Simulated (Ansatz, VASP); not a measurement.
# One calculation of AlH4, two programs

```
Al H
1.0
     3.38543    0.00000    0.00000
     0.00000    3.38543    0.00000
     0.00000    0.00000    3.38543
Al H
1 4
Direct
  0.00000 0.00000 0.00000
  0.50000 0.00000 0.00000
  0.00000 0.50000 0.00000
  0.00000 0.00000 0.50000
  0.50000 0.50000 0.50000
```

Alike in both runs: functional PBE; k mesh 12 × 12 × 12; occupations gaussian, width 0.1 eV; no spin polarisation.

Ansatz relaxed the structure, and its values are those at the end. VASP's run is a single point on that final structure, the one shown.

```csv
,VASP,Ansatz
version,VASP 6.6.1,Ansatz 0.2.0
potentials or method,"VASP PAW PBE potentials, release 64 (Al, H), cutoff 520 eV","scalar-relativistic, plane waves, PAW"
valence electrons in the cell,7,7
```

VASP gave:

| Property | Result |
| --- | --- |
| gap on the k mesh at the Fermi level (eV) | none |
| pressure (GPa) | -0.2 |

Which values does Ansatz return?

gap on the k mesh at the Fermi level (eV): none; pressure (GPa): 0.0.

A gap of «none» marks a metal or a gap that the smearing closes.
